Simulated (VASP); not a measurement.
# Sr (Pm-3n) in VASP: further runs

Sr is run at these levels: revPBE; tasks: single point.

Program: VASP 6.6.1. These are calculated values, not measurements. Logs are shortened: lines on timing, memory, paths and dates and some standing lists are left out, and cuts for length are marked.

## 1. The cell of the first run

The structure is cubic, space group Pm-3n (No. 223). Conventional cell: a = 7.747 Å, b = 7.747 Å, c = 7.747 Å, α = 90.00°, β = 90.00°, γ = 90.00°. Sr (site symmetry m-3) has 12 Sr at 4.33 Å within 5.7 Å. Within 5.1 Å of Sr (site symmetry -4m2) lie 14 Sr at 3.87 to 4.74 Å.

## 2. Single point, revPBE

Input file INCAR:

```
SYSTEM = Sr
ALGO = Normal
EDIFF = 1E-6
ENCUT = 520
GGA = RE
ISIF = 2
ISMEAR = -1
LASPH = .TRUE.
LCHARG = .TRUE.
LELF = .TRUE.
LREAL = .FALSE.
LVHAR = .TRUE.
LWAVE = .FALSE.
NBANDS = 50
NELM = 60
PREC = Accurate
SIGMA = 0.1
```

Input file KPOINTS:

```
k-points
0
G
  4 4 4
  0 0 0
```

Input file POSCAR:

```
Sr
1.0
    7.7470570511      0.0000000000      0.0000000000
    0.0000000000      7.7470570511      0.0000000000
    0.0000000000      0.0000000000      7.7470570511
Sr
8
Direct
    1.0000000000      1.0000000000      1.0000000000
    0.5000000000      0.5000000000      0.5000000000
    0.2500000000      0.0000000000      0.5000000000
    0.7500000000      0.0000000000      0.5000000000
    0.5000000000      0.2500000000      1.0000000000
    0.5000000000      0.7500000000      1.0000000000
    0.0000000000      0.5000000000      0.2500000000
    0.0000000000      0.5000000000      0.7500000000
```

Potentials or basis: VASP PAW PBE potentials, release 64 (Sr_sv).

Command:

```
$ cat potpaw_PBE.64/Sr_sv/POTCAR > POTCAR
$ mpirun -np 1 vasp_std > vasp.out
```

OUTCAR:

```text
SYSTEM = Sr
   EDIFF = 1E-6
   ENCUT = 520
   GGA = RE
   ISIF = 2
   ISMEAR = -1
   LASPH = .TRUE.
   LREAL = .FALSE.
   NELM = 60
   PREC = Accurate

 ion  position               nearest neighbor table
   1  0.000  0.000  0.000-   3 4.33   4 4.33   5 4.33   6 4.33   7 4.33   8 4.33   3 4.33   4 4.33
                             7 4.33   8 4.33   5 4.33   6 4.33
   2  0.500  0.500  0.500-   3 4.33   4 4.33   5 4.33   6 4.33   7 4.33   8 4.33   5 4.33   6 4.33
                             3 4.33   4 4.33   7 4.33   8 4.33
   3  0.250  0.000  0.500-   4 3.87   4 3.87   1 4.33   1 4.33   2 4.33   2 4.33   8 4.74   5 4.74
                             5 4.74   6 4.74   6 4.74   7 4.74   8 4.74   7 4.74
   4  0.750  0.000  0.500-   3 3.87   3 3.87   1 4.33   1 4.33   2 4.33   2 4.33   8 4.74   5 4.74
                             5 4.74   6 4.74   6 4.74   7 4.74   8 4.74   7 4.74
   5  0.500  0.250  0.000-   6 3.87   6 3.87   1 4.33   2 4.33   2 4.33   1 4.33   8 4.74   4 4.74
                             3 4.74   4 4.74   3 4.74   7 4.74   7 4.74   8 4.74
   6  0.500  0.750  0.000-   5 3.87   5 3.87   1 4.33   2 4.33   2 4.33   1 4.33   8 4.74   4 4.74
                             3 4.74   4 4.74   3 4.74   7 4.74   7 4.74   8 4.74
   7  0.000  0.500  0.250-   8 3.87   8 3.87   1 4.33   2 4.33   1 4.33   2 4.33   3 4.74   4 4.74
                             5 4.74   3 4.74   4 4.74   6 4.74   5 4.74   6 4.74
   8  0.000  0.500  0.750-   7 3.87   7 3.87   1 4.33   2 4.33   1 4.33   2 4.33   3 4.74   4 4.74
                             5 4.74   3 4.74   4 4.74   6 4.74   5 4.74   6 4.74

  LATTYP: Found a simple cubic cell.
 ALAT       =     7.7470570511

  Lattice vectors:

 A1 = (   7.7470570511,   0.0000000000,   0.0000000000)
 A2 = (   0.0000000000,   7.7470570511,   0.0000000000)
 A3 = (   0.0000000000,   0.0000000000,   7.7470570511)

Analysis of symmetry for initial positions (statically):
=====================================================================
 Subroutine PRICEL returns:
 Original cell was already a primitive cell.

 Routine SETGRP: Setting up the symmetry group for a
 simple cubic supercell.

 Subroutine GETGRP returns: Found 48 space group operations
 (whereof 24 operations were pure point group operations)
 out of a pool of 48 trial point group operations.

The static configuration has the point symmetry T_h .
 The point group associated with its full space group is O_h .

Analysis of symmetry for dynamics (positions and initial velocities):
=====================================================================
 Subroutine PRICEL returns:
 Original cell was already a primitive cell.

 Routine SETGRP: Setting up the symmetry group for a
 simple cubic supercell.

 Subroutine GETGRP returns: Found 48 space group operations
 (whereof 24 operations were pure point group operations)
 out of a pool of 48 trial point group operations.

The dynamic configuration has the point symmetry T_h .
 The point group associated with its full space group is O_h .

 Subroutine INISYM returns: Found 48 space group operations
 (whereof 24 operations are pure point group operations),
 and found     1 'primitive' translations

----------------------------------------------------------------------------------------

                                     Primitive cell

  volume of cell :     464.9543

  direct lattice vectors                    reciprocal lattice vectors
     7.747057051  0.000000000  0.000000000     0.129081275  0.000000000  0.000000000
     0.000000000  7.747057051  0.000000000     0.000000000  0.129081275  0.000000000
     0.000000000  0.000000000  7.747057051     0.000000000  0.000000000  0.129081275

  length of vectors
     7.747057051  7.747057051  7.747057051     0.129081275  0.129081275  0.129081275

  position of ions in fractional coordinates (direct lattice)
     0.000000000  0.000000000  0.000000000
     0.500000000  0.500000000  0.500000000
     0.250000000  0.000000000  0.500000000
     0.750000000  0.000000000  0.500000000
     0.500000000  0.250000000  0.000000000
     0.500000000  0.750000000  0.000000000
     0.000000000  0.500000000  0.250000000
     0.000000000  0.500000000  0.750000000

  ion indices of the primitive-cell ions
   primitive index   ion index
                 1           1
                 2           2
                 3           3
                 4           4
                 5           5
                 6           6
                 7           7
                 8           8

----------------------------------------------------------------------------------------

 KPOINTS: k-points

Automatic generation of k-mesh.
 Grid dimensions read from file:
 generate k-points for:    4    4    4

 Generating k-lattice:

  Cartesian coordinates                     Fractional coordinates (reciprocal lattice)
     0.032270319  0.000000000  0.000000000     0.250000000  0.000000000  0.000000000
     0.000000000  0.032270319  0.000000000     0.000000000  0.250000000  0.000000000
     0.000000000  0.000000000  0.032270319     0.000000000  0.000000000  0.250000000

  Length of vectors
     0.032270319  0.032270319  0.032270319

  Shift w.r.t. Gamma in fractional coordinates (k-lattice)
     0.000000000  0.000000000  0.000000000

 Subroutine IBZKPT returns following result:
 ===========================================

 Found     10 irreducible k-points:

 Following reciprocal coordinates:
            Coordinates               Weight
  0.000000  0.000000  0.000000      1.000000
  0.250000  0.000000  0.000000      6.000000
  0.500000  0.000000  0.000000      3.000000
  0.250000  0.250000  0.000000     12.000000
  0.500000  0.250000  0.000000     12.000000
  0.500000  0.500000  0.000000      3.000000
  0.250000  0.250000  0.250000      8.000000
  0.500000  0.250000  0.250000     12.000000
  0.500000  0.500000  0.250000      6.000000
  0.500000  0.500000  0.500000      1.000000
   k-points           NKPTS =     10   k-points in BZ     NKDIM =     10   number of bands    NBANDS=     50
   number of dos      NEDOS =    301   number of ions     NIONS =      8
   total plane-waves  NPLWV = 216000
   dimension x,y,z NGX =    60 NGY =   60 NGZ =   60
   dimension x,y,z NGXF=   120 NGYF=  120 NGZF=  120
   ions per type =               8
   NGX,Y,Z   is equivalent  to a cutoff of  12.88, 12.88, 12.88 a.u.
   NGXF,Y,Z  is equivalent  to a cutoff of  25.75, 25.75, 25.75 a.u.
 SYSTEM =  Sr
   PREC   = accura    normal or accurate (medium, high low for compatibility)
   ISTART =      0    job   : 0-new  1-cont  2-samecut
   ICHARG =      2    charge: 1-file 2-atom 10-const
   ISPIN  =      1    spin polarized calculation?
   LNONCOLLINEAR =      F non collinear calculations
   LSORBIT =      F    spin-orbit coupling
   LASPH  =      T    aspherical Exc in radial PAW
   ENCUT  =  520.0 eV  38.22 Ry    6.18 a.u.  14.40 14.40 14.40*2*pi/ulx,y,z
   NELM   =     60;   NELMIN=  2; NELMDL= -5     # of ELM steps
   EDIFF  = 0.1E-05   stopping-criterion for ELM
   LREAL  =      F    real-space projection
   EDIFFG = 0.1E-04   stopping-criterion for IOM
   NSW    =      0    number of steps for IOM
   IBRION =     -1    ionic relax: 0-MD 1-quasi-New 2-CG
   NFREE  =      0    steps in history (QN), initial steepest desc. (CG)
   ISIF   =      2    stress and relaxation
   ISYM   =      2    0-nonsym 1-usesym 2-fastsym
   POTIM  = 0.5000    time-step for ionic-motion
   TEBEG  =    0.0;   TEEND  =   0.0 temperature during run
   PSTRESS=    0.0 pullay stress
   NELECT =      80.0000    total number of electrons
   NUPDOWN=      -1.0000    fix difference up-down
   EMIN   =  10.00;   EMAX   =-10.00  energy-range for DOS
   EFERMI =   0.00;   METHOD = LEGACY
   ISMEAR =    -1;   SIGMA  =   0.10  broadening in eV -4-tet -1-fermi 0-gaus
   EFERMI_NEDOS =   21; number of points for ismear=-14 and -15
   IALGO  =     38    algorithm
   IMIX   =      4    mixing-type and parameters
     AMIX     =   0.40;   BMIX     =  1.00
     AMIX_MAG =   1.60;   BMIX_MAG =  1.00
  volume/ion in A,a.u.               =      58.12       392.21
  Fermi-wavevector in a.u.,A,eV,Ry     =   0.910545  1.720681 11.280484  0.829092
  Thomas-Fermi vector in A             =   2.034720
   LORBIT       =      0    0 simple, 1 ext, 2 COOP (PROOUT), +10 PAW based schemes
   GGA     = RE    functional components
   LHFCALC =     F    Hartree Fock is set to
   AEXX    =    0.0000 exact exchange contribution
   IVDW    =     0    specifies the selected vdW correction
   LEPSILON=     F    determine dielectric tensor
   LRPA    =     F    only Hartree local field effects (RPA)
 non-spin polarized calculation
  energy-cutoff  :      520.00
  volume of cell :      464.95
 maximum number of plane-waves:     12568
 NGX is ok and might be reduce to    60
   NGX = 29   NGY = 29   NGZ = 29

 number of electron      80.0000002 magnetization

 Free energy of the ion-electron system (eV)
  ---------------------------------------------------
  ext. energy  EPLUGINS =         0.00000000
  ---------------------------------------------------
  free energy    TOTEN  =       -11.73178059 eV

  energy without entropy =      -11.44061108  energy(sigma->0) =      -11.58619583

 E-fermi :   1.4623     XC(G=0):  -7.0971

 val. band max:        1.4573949044   @ k =   0.2500   0.0000   0.0000
 cond. band min:       1.4761154142   @ k =   0.2500   0.0000   0.0000
 fundamental gap:      0.0187205098
 Fermi energy:         1.4622960162

 k-point     1 :       0.0000    0.0000    0.0000
  band No.  band energies     occupation
      1     -35.3079      2.00000
      2     -35.3018      2.00000
      3     -35.2982      2.00000
      4     -35.2982      2.00000
      5     -35.2951      2.00000
      6     -35.2827      2.00000
[... 42 lines left out ...]
     49       2.1715      0.00166
     50       2.1780      0.00156
[... 475 lines left out ...]
     49       2.5327      0.00004
     50       2.6212      0.00002

------------------------ aborting loop because EDIFF is reached ----------------------------------------

  FORCE on cell =-STRESS in cart. coord.  units (eV):
  Direction    XX          YY          ZZ          XY          YZ          ZX
  --------------------------------------------------------------------------------------
  -------------------------------------------------------------------------------------
  Total        0.0398815      0.0398815      0.0398815     -0.0000000      0.0000000      0.0000000
  in kB        0.1374269      0.1374269      0.1374269     -0.0000000      0.0000000      0.0000000
  external PRESSURE =       0.1374269 kB  Pullay stress =       0.0000000 kB

 VOLUME and BASIS-vectors are now :
 -----------------------------------------------------------------------------
  energy-cutoff  :      520.00
  volume of cell :      464.95
      direct lattice vectors                 reciprocal lattice vectors
     7.747057051  0.000000000  0.000000000     0.129081275  0.000000000  0.000000000
     0.000000000  7.747057051  0.000000000     0.000000000  0.129081275  0.000000000
     0.000000000  0.000000000  7.747057051     0.000000000  0.000000000  0.129081275

 POSITION                                       TOTAL-FORCE (eV/Angst)
 -----------------------------------------------------------------------------------
      0.00000      0.00000      0.00000        -0.000000     -0.000000      0.000000
      3.87353      3.87353      3.87353        -0.000000     -0.000000      0.000000
      1.93676      0.00000      3.87353         0.000000      0.000000      0.000000
      5.81029      0.00000      3.87353        -0.000000      0.000000     -0.000000
      3.87353      1.93676      0.00000         0.000000      0.000000      0.000000
      3.87353      5.81029      0.00000        -0.000000     -0.000000     -0.000000
      0.00000      3.87353      1.93676        -0.000000     -0.000000      0.000000
      0.00000      3.87353      5.81029        -0.000000     -0.000000     -0.000000
 -----------------------------------------------------------------------------------
    total drift:                                0.000000      0.000000     -0.000000

  FREE ENERGIE OF THE ION-ELECTRON SYSTEM (eV)
  ---------------------------------------------------
  free  energy   TOTEN  =       -11.7317805861 eV

  energy  without entropy=      -11.4406110752  energy(sigma->0) =      -11.58619583
```

It took 6.9 min on 1 thread of Intel Xeon Platinum 8259CL at 2.50GHz (Skylake/Cascade Lake), shared host; peak memory 0.56 GiB.

Results:

* Free energy: -11.7318 eV
* Pressure: 0.0 GPa
* Band gap on the k mesh: zero (bands 40 and 41 overlap by 0.45 eV)

Caveat: the PAW data sets were made with another functional, which shifts forces and pressure a little.

## 3. Single point, revPBE

Input file INCAR:

```
SYSTEM = Sr
ALGO = Normal
EDIFF = 1E-6
ENCUT = 520
GGA = RE
ISIF = 2
ISMEAR = -1
LASPH = .TRUE.
LCHARG = .FALSE.
LREAL = .FALSE.
LWAVE = .FALSE.
NBANDS = 50
NELM = 100
PREC = Accurate
SIGMA = 0.1
```

Input file KPOINTS:

```
k-points
0
G
  5 5 5
  0 0 0
```

POSCAR is that of step 2.

Potentials or basis: VASP PAW PBE potentials, release 64 (Sr_sv).

Command:

```
$ cat potpaw_PBE.64/Sr_sv/POTCAR > POTCAR
$ mpirun -np 1 vasp_std > vasp.out
```

It took 7.2 min on 1 thread of Intel Xeon Platinum 8259CL at 2.50GHz (Skylake/Cascade Lake), shared host; peak memory 0.54 GiB.

The run converged. Its results:

- Free energy: -11.7245 eV
- Pressure: 0.0 GPa
- Band gap on the k mesh: zero (bands 40 and 41 overlap by 0.43 eV)

Levels at points of the mesh, in eV from the Fermi level:
```tsv
k point	band 37	band 38	band 39	band 40	band 41	band 42	band 43	band 44
(0.00, 0.00, 0.00)	-0.61	-0.61	-0.61	0.31	0.31	0.31	0.37	0.37
```

Caveat: the PAW data sets were made with another functional, which shifts forces and pressure a little.
